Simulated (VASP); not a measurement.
A run of VASP 6.6.1:

File INCAR:

```
  PREC = Accurate
  ENCUT = 520
  EDIFF = 1E-6
  ISMEAR = -1
  SIGMA = 0.08
  LREAL = F
  LASPH = T
  NELM = 60
  ALGO = Normal
  ISIF = 2
  LWAVE = F
  LCHARG = F
  GGA = PE
  NBANDS = 12
```

Contents of KPOINTS:

```
regular mesh
0
Gamma
  13 13 13
```

POSCAR

```
As
1.0
    0.0000000000      2.9482977869      2.9482977869
    2.9482977869      0.0000000000      2.9482977869
    2.9482977869      2.9482977869      0.0000000000
As
2
Direct
   -0.1250000000     -0.1250000000     -0.1250000000
    0.1250000000      0.1250000000      0.1250000000
```

Potentials or basis: VASP PAW PBE potentials, release 64 (As).

Command:

```console
$ cat potpaw_PBE.64/As/POTCAR > POTCAR
$ mpirun -np 1 vasp_std > vasp.out
```

Hardware: 1 thread of AMD EPYC 7R13 Processor (Zen 3), with other jobs on the host.

Estimate the wall time of this run.

Run time: 24 s on 1 thread of AMD EPYC 7R13 Processor (Zen 3), with other jobs on the host, peak memory 0.16 GiB. Counts: scf iterations 11, k points 84.
